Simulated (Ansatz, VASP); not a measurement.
# Two plane-wave programs on SnSe2

File INCAR:

```
SYSTEM = SnSe2
PREC = Accurate ; ENCUT = 520
EDIFF = 1E-7 ; ISMEAR = 0
SIGMA = 0.05 ; LREAL = .False.
LASPH = .True. ; NELM = 80
ALGO = Normal ; ISIF = 2
LWAVE = .False. ; LCHARG = .False.
GGA = PE ; NBANDS = 20
```

Contents of KPOINTS:

```
Automatic mesh
0
Gamma
  12 12 6
  0 0 0
```

File POSCAR:

```
SnSe2
1.0
    3.8109987816      0.0000000000      0.0000000000
   -1.9054993908      3.3004217586      0.0000000000
    0.0000000000      0.0000000000      6.1370000000
Sn Se
1 2
Direct
    0.0000000000      0.0000000000      0.0000000000
    0.3333333333      0.6666666667      0.2500000000
    0.6666666667      0.3333333333      0.7500000000
```

Input for Ansatz:

```yaml
crystal:
  lattice:
    - [3.8109987816, 0.0, 0.0]
    - [-1.9054993908, 3.3004217586, 0.0]
    - [0.0, 0.0, 6.137]
  atoms:
    - { symbol: Sn, position: [0.0, 0.0, 0.0] }
    - { symbol: Se, position: [0.3333333333, 0.6666666667, 0.25] }
    - { symbol: Se, position: [0.6666666667, 0.3333333333, 0.75] }
basis:
  ecutwfc: 420
kpoints:
  mp_grid: { grid: [12, 12, 6] }
hamiltonian:
  xc: pbe
scf:
  occupations: { method: gaussian, width: 0.05 }
output:
  forces: true
  stress: true
  eigenvalues: true
```

Alike in both runs: task single point; functional PBE; k mesh 12 × 12 × 6; occupations gaussian, width 0.05 eV; no spin polarisation.

|  | VASP | Ansatz |
| --- | --- | --- |
| version | VASP 6.6.1 | Ansatz 0.2.0 |
| potentials or method | VASP PAW PBE potentials, release 64 (Sn_d, Se), cutoff 520 eV | scalar-relativistic, plane waves, PAW |
| valence electrons in the cell | 26 | 46 |

Ansatz gave:

| Quantity | Value |
| --- | --- |
| gap on the k mesh at the Fermi level (eV) | 0.71 |
| least direct gap on the mesh (eV) | 1.11 |
| pressure (GPa) | 5.3 |
| traceless stress, the component that is largest in VASP (GPa) | 0.89 |
| rms of the force components (eV/Å) | 0.340 |

Problem. Which values does VASP return?

Solution. gap on the k mesh at the Fermi level (eV): 0.70; least direct gap on the mesh (eV): 1.09; pressure (GPa): 5.4; traceless stress, the component that is largest in VASP (GPa): 0.90; rms of the force components (eV/Å): 0.347.

Atom by atom the forces differ by 0.008 eV/Å (rms over components). With one functional, cell and mesh, what is left measures potentials, basis and numerics. VASP's potentials hold 26 valence electrons a cell and Ansatz's 46, so a difference there can come from the potentials and not from the codes.
